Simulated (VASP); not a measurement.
Here is a VASP 6.6.1 calculation.

The input INCAR:

```
SYSTEM = MgB2
PREC = Accurate ; ENCUT = 520
EDIFF = 1E-6 ; ISMEAR = 0
SIGMA = 0.1 ; LREAL = .FALSE.
LASPH = .TRUE. ; NELM = 60
ALGO = Normal ; ISIF = 2
LWAVE = .FALSE. ; LCHARG = .TRUE.
GGA = PE ; LELF = .TRUE.
LVHAR = .TRUE. ; NBANDS = 11
```

File KPOINTS:

```
Automatic mesh
0
G
  10 10 8
  0 0 0
```

The input POSCAR:

```
MgB2
1.0
    3.0291505849      0.0000000000      0.0000000000
   -1.5145752924      2.6233209944      0.0000000000
    0.0000000000      0.0000000000      3.4592212352
Mg B
1 2
Direct
    0.0000000000      0.0000000000      0.0000000000
    0.3333333333      0.6666666667      0.5000000000
    0.6666666667      0.3333333333      0.5000000000
```

Potentials or basis: VASP PAW PBE potentials, release 64 (Mg, B).

Launch:

```console
$ cat potpaw_PBE.64/Mg/POTCAR potpaw_PBE.64/B/POTCAR > POTCAR
$ mpirun -np 1 vasp_std > vasp.out
```

Predict the band gap on the k mesh.

zero (band 4 reaches 6.80 eV, above the bottom of band 5 at 4.26 eV).

What does it give for the pressure?

7.9 GPa.

Stress tensor (GPa, compression positive):
```
9.06 0.00 0.00
0.00 9.06 0.00
0.00 0.00 5.48
```
